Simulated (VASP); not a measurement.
# H10CO5: single point with PBE

H10CO5:

```
O H C
1.0
     5.25117    0.00000    0.00000
     0.00000    5.25117    0.00000
     0.00000    0.00000    5.25117
O H C
5 10 1
Cartesian
  3.5142 2.4433 5.7951
  -0.3429 2.6435 3.5857
  2.0976 3.7078 3.0620
  6.5425 5.8020 4.6178
  4.0720 0.6368 2.5866
  2.7028 1.9354 5.6102
  3.9031 2.7468 4.9063
  0.4249 3.1807 3.3596
  0.0292 1.6675 3.8892
  2.8790 4.1155 3.4571
  2.4715 3.0727 2.3984
  7.1805 5.6948 3.9304
  5.9375 5.1534 4.2821
  5.2944 0.6848 1.0195
  3.6197 0.0141 0.6373
  4.3102 0.5006 1.4107
```

* Program: VASP 6.6.1
* Task: single point
* Functional: PBE
* Potentials or basis: VASP PAW PBE potentials, release 64 (O, H, C)
* Cutoff: 520 eV
* k mesh: 1 × 1 × 1
* Occupations: fermi-dirac, width 0.02 eV
* Spin: no spin polarisation

| Quantity | Value |
| --- | --- |
| Pressure | 2.8 GPa |
| Largest force | 3.521 eV/Å |
| Band gap on the k mesh | 4.08 eV |

Forces on the atoms (eV/Å):
```
O   -0.137  0.324  0.091
O   -0.024 -2.264  1.532
O   -0.033 -0.553 -0.742
O   -0.283  0.981  1.160
O   -1.330 -1.239  1.636
H   -0.096  0.201 -0.373
H    0.052 -0.469  0.297
H    0.880  0.116  0.077
H   -0.654  3.281 -1.099
H    0.388 -0.020 -0.118
H    0.022  0.647  0.291
H    1.832  0.391 -1.471
H   -1.378 -1.311  0.018
H    1.053  0.230 -0.179
H   -0.092  0.229  0.678
C   -0.200 -0.543 -1.798
```

Stress tensor (GPa, compression positive):
```
 5.28  2.91 -2.13
 2.91 -0.01  1.67
-2.13  1.67  3.15
```

Levels at points of the mesh, in eV from the valence-band top:
| k point | band 20 | band 21 | band 22 | band 23 | band 24 | band 25 |
| --- | --- | --- | --- | --- | --- | --- |
| (0.00, 0.00, 0.00) | -1.53 | -0.97 | 0.00 | 4.08 | 4.31 | 7.35 |

It took 10 s on 1 thread of Intel Xeon 6975P-C (shared host), peak memory 0.23 GiB.

Caveat: the k points lie up to 1.20 Å⁻¹ apart.
